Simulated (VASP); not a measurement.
Input of a VASP 6.6.1 run:

Contents of INCAR:

```
  ALGO = Normal
  EDIFF = 1E-6
  ENCUT = 520
  GGA = PE
  ISIF = 2
  ISMEAR = -1
  LASPH = T
  LCHARG = F
  LREAL = F
  LWAVE = F
  NBANDS = 44
  NELM = 60
  PREC = Accurate
  SIGMA = 0.1
```

The input KPOINTS:

```
k-points
0
Gamma
  5 5 5
```

The input POSCAR:

```
Zn4As3O
1.0
    1.9734518742      3.4181189124      0.0000000000
   -1.9734518742      3.4181189124      0.0000000000
    0.0000000000     -2.2787459416     10.4674933897
O Zn As
1 4 3
Direct
    0.5000000000      0.5000000000      0.5000000000
    0.0885040834      0.0885040834      0.2655122503
    0.9114959166      0.9114959166      0.7344877497
    0.2917659196      0.2917659196      0.8752977589
    0.7082340804      0.7082340804      0.1247022411
    0.2072293214      0.2072293214      0.6216879643
    0.7927706786      0.7927706786      0.3783120357
    0.0000000000      0.0000000000      0.0000000000
```

Potentials or basis: VASP PAW PBE potentials, release 64 (O, Zn, As).

Command:

```sh
$ cat potpaw_PBE.64/O/POTCAR potpaw_PBE.64/Zn/POTCAR potpaw_PBE.64/As/POTCAR > POTCAR
$ mpirun -np 1 vasp_std > vasp.out
```

Task: What does it give for the largest force?

Result: 0.032 eV/Å.

Task: What does it give for the pressure?

Result: 0.2 GPa.

Task: What does it give for the band gap on the k mesh?

Result: Zero (an odd number of electrons rules out a gap without spin polarisation).

Forces in eV/Å, atoms in the order of the input:
```
O    0.000  0.000  0.000
Zn   0.000  0.000  0.003
Zn   0.000  0.000 -0.003
Zn   0.000  0.000  0.004
Zn   0.000  0.000 -0.004
As   0.000  0.000 -0.032
As   0.000  0.000  0.032
As   0.000  0.000  0.000
```

Caveat: the k points lie up to 0.37 Å⁻¹ apart, too coarse for converged energies and pressures of a metal; an odd number of electrons without spin polarisation forces a metal; a magnetic or distorted state may lie lower.
